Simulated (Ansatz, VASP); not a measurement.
# BaF2 in VASP and in Ansatz

```xyz
3
Lattice="0.0000 3.1235 3.1235 3.1235 0.0000 3.1235 3.1235 3.1235 0.0000" Properties=species:S:1:pos:R:3 pbc="T T T"
Ba    0.0000    0.0000    0.0000
F     1.5618    1.5618    1.5618
F     4.6853    4.6853    4.6853
```

Alike in both runs: task single point; functional PBE; k mesh 6 × 6 × 6; occupations gaussian, width 0.02 eV; no spin polarisation.

|  | VASP | Ansatz |
| --- | --- | --- |
| version | VASP 6.6.1 | Ansatz 0.2.0 |
| potentials or method | VASP PAW PBE potentials, release 64 (Ba_sv, F), cutoff 600 eV | scalar-relativistic, all-electron LAPW |

Ansatz gave:

```
gap on the k mesh at the Fermi level (eV) : 6.74
least direct gap on the mesh (eV)         : 6.81
pressure (GPa)                            : 0.0
```

**Question.** What did VASP give for the same quantities?

**Answer.** gap on the k mesh at the Fermi level (eV): 6.67; least direct gap on the mesh (eV): 6.73; pressure (GPa): 0.9.

Ansatz ran all-electron here, and VASP with PAW potentials.

Neither program's run includes spin-orbit coupling.
